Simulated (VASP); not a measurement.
**Na3Cl2: single point with PBE**

The system is Na3Cl2.

```xyz
5
Lattice="3.9764 0.0000 0.0000 -1.9882 3.4437 0.0000 0.0000 0.0000 9.9739" Properties=species:S:1:pos:R:3 pbc="T T T"
Na    0.0000    0.0000    0.0000
Na    0.0000    2.2958    6.6148
Na    1.9882    1.1479    3.3591
Cl    0.0000    2.2958    1.6643
Cl    1.9882    1.1479    8.3096
```

```
Program             : VASP 6.6.1
Task                : single point
Functional          : PBE
Potentials or basis : VASP PAW PBE potentials, release 64 (Na_pv, Cl)
Cutoff              : 520 eV
k mesh              : 12 × 12 × 6
Occupations         : gaussian, width 0.1 eV
Spin                : no spin polarisation
```

| Quantity | Value |
| --- | --- |
| Pressure | 0.0 GPa |
| Band gap on the k mesh | zero (an odd number of electrons rules out a gap without spin polarisation) |

Levels at points of the mesh, in eV from the Fermi level:
| k point | band 15 | band 16 | band 17 | band 18 | band 19 | band 20 | band 21 | band 22 |
| --- | --- | --- | --- | --- | --- | --- | --- | --- |
| (0.00, 0.00, 0.00) | -4.37 | -4.26 | -4.26 | -1.71 | 1.66 | 1.93 | 3.90 | 5.90 |
| (0.50, 0.00, 0.00) | -4.82 | -4.69 | -4.55 | 1.15 | 1.38 | 3.05 | 3.55 | 4.22 |
| (0.00, 0.00, 0.50) | -4.37 | -4.26 | -4.26 | -1.46 | 0.71 | 2.90 | 3.86 | 5.95 |
| (0.50, 0.00, 0.50) | -4.82 | -4.69 | -4.55 | 1.06 | 1.34 | 3.43 | 3.66 | 4.01 |

Wall time 6.9 min on 1 thread of Oxide Virtual Turin-like Processor (shared host), peak memory 0.39 GiB.

Caveat: an odd number of electrons without spin polarisation forces a metal; a magnetic or distorted state may lie lower.
